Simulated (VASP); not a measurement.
Input of a VASP 6.6.1 run:

The input INCAR:

```
  PREC = Accurate
  ENCUT = 520
  EDIFF = 1E-6
  ISMEAR = -1
  SIGMA = 0.02
  LREAL = Auto
  LASPH = T
  NELM = 60
  ALGO = Normal
  ISIF = 2
  LWAVE = F
  LCHARG = F
  GGA = PE
  IVDW = 12
  NBANDS = 91
```

KPOINTS

```
regular mesh
0
Gamma
  1 1 1
```

The input POSCAR:

```
H4CSO2
1.0
    8.5040350000      0.0000000000      0.0000000000
    0.0000000000      8.5040350000      0.0000000000
    0.0000000000      0.0000000000      8.5040350000
S H O C
5 20 10 5
Direct
    0.2699777223      0.3455771290      0.1527274994
    0.5405786782      0.8634959757      0.6488566898
    0.4677544248      0.2898859189      0.6478689234
    0.5638735024      0.9447044844      0.0758110709
    0.9442223603      0.1608177765      0.7762550366
    0.3612285227      0.4017622223      0.0243531453
    0.1304204416      0.3356289103      0.0860650268
    0.6751148131      0.9522303236      0.6022552823
    0.4244338129      0.8827574204      0.5330763573
    0.4606166367      0.3796903470      0.5139207447
    0.4088529739      0.1525511125      0.5866744434
    0.4940360664      0.9589095059     -0.0675091295
    0.6733979811      0.8249848454      0.0197670870
    1.0687162035      0.0669917280      0.7740678396
    0.8515134286      0.0480595388      0.8080869846
    0.8912004713      0.5346991164      0.7135553887
    0.8106739918      0.7375910377      0.4654026001
    0.1128523107      0.7551121321      0.3074070133
    0.2338066577      1.0010777237      0.1280450986
    0.3065250790      0.5143675914      0.7359800377
    0.1767631483      0.7421888551      0.9561931483
    0.9520539367      0.2597002482      0.4444125642
    0.8528657279      0.0738120198      0.1843713014
    0.3020918893      0.5474812839      0.2400389933
    0.5719872978      0.7462692710      0.3216943486
    0.8170474369      0.5946000928      0.6378148726
    1.0345441899      0.6408840039      0.4877919717
    0.0945903915      0.8144839479      0.2047263446
    0.2749753499      0.9651771189      0.3650855153
    0.3035029842      0.6212697855      0.8090394736
    0.0468953855      0.5531491815      0.8806525373
    0.9296880834      0.2340535993      0.3358993701
    0.7765372555      0.0119119924      0.3937424999
    0.3568776469      0.6364155369      0.2898624006
    0.5900610710      0.4949180007      0.3026798455
    0.8970800332      0.6581346384      0.5228811970
    0.2106999795      0.9354265358      0.2414736064
    0.1632166377      0.6417776973      0.8851915591
    0.8406597574      0.0941082674      0.3056666629
    0.5136502848      0.6198351724      0.3084418161
```

Potentials or basis: VASP PAW PBE potentials, release 64 (S, H, O, C).

The run is started by

```console
$ cat potpaw_PBE.64/S/POTCAR potpaw_PBE.64/H/POTCAR potpaw_PBE.64/O/POTCAR potpaw_PBE.64/C/POTCAR > POTCAR
$ mpirun -np 1 vasp_gam > vasp.out
```

Q: Predict the dispersion energy per atom.

A: -0.051 eV.

Q: Predict the pressure.

A: -1.1 GPa.

Q: What does it give for the band gap on the k mesh?

A: 3.72 eV.

Stress tensor (GPa, compression positive):
```
-2.67 -0.04 -0.84
-0.04 -1.20 -1.14
-0.84 -1.14  0.65
```

Caveat: the k points lie up to 0.74 Å⁻¹ apart; the atoms stand as in a frame of molecular dynamics.
